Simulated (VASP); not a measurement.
A run of VASP 6.6.1 is set up as follows.

File INCAR:

```
ALGO     = Normal         # electronic algorithm
EDIFF    = 1E-6           # SCF threshold, eV
ENCUT    = 500            # plane-wave cutoff, eV
GGA      = PE             # functional
GGA_COMPAT= F            
ISIF     = 2              # what is computed and relaxed
ISMEAR   = 0              # smearing method
LASPH    = T              # aspherical terms in the spheres
LCHARG   = F              # write CHGCAR
LREAL    = F              # projectors in reciprocal space
LWAVE    = F              # write WAVECAR
NBANDS   = 15             # bands
NELM     = 120            # most SCF steps
PREC     = Accurate       # precision mode
SIGMA    = 0.1            # smearing width, eV
```

The input KPOINTS:

```
k-points
0
Gamma
  6 6 6
```

File POSCAR:

```
RbBr
1.0
    0.0000000000      3.3478412673      3.3478412673
    3.3478412673      0.0000000000      3.3478412673
    3.3478412673      3.3478412673      0.0000000000
Rb Br
1 1
Direct
    0.0000000000      0.0000000000      0.0000000000
    0.5000000000      0.5000000000      0.5000000000
```

Potentials or basis: VASP PAW PBE potentials, release 64 (Rb_sv, Br).

The run is started by

```sh
$ cat potpaw_PBE.64/Rb_sv/POTCAR potpaw_PBE.64/Br/POTCAR > POTCAR
$ mpirun -np 1 vasp_std > vasp.out
```

(1) Estimate the pressure.

(2) Predict the band gap on the k mesh.

Results:

(1) 2.4 GPa.

(2) 4.55 eV, direct.

Caveat: the cell differs from its parent crystal (Cl replaced by Br, lengths x 1.034, strained).
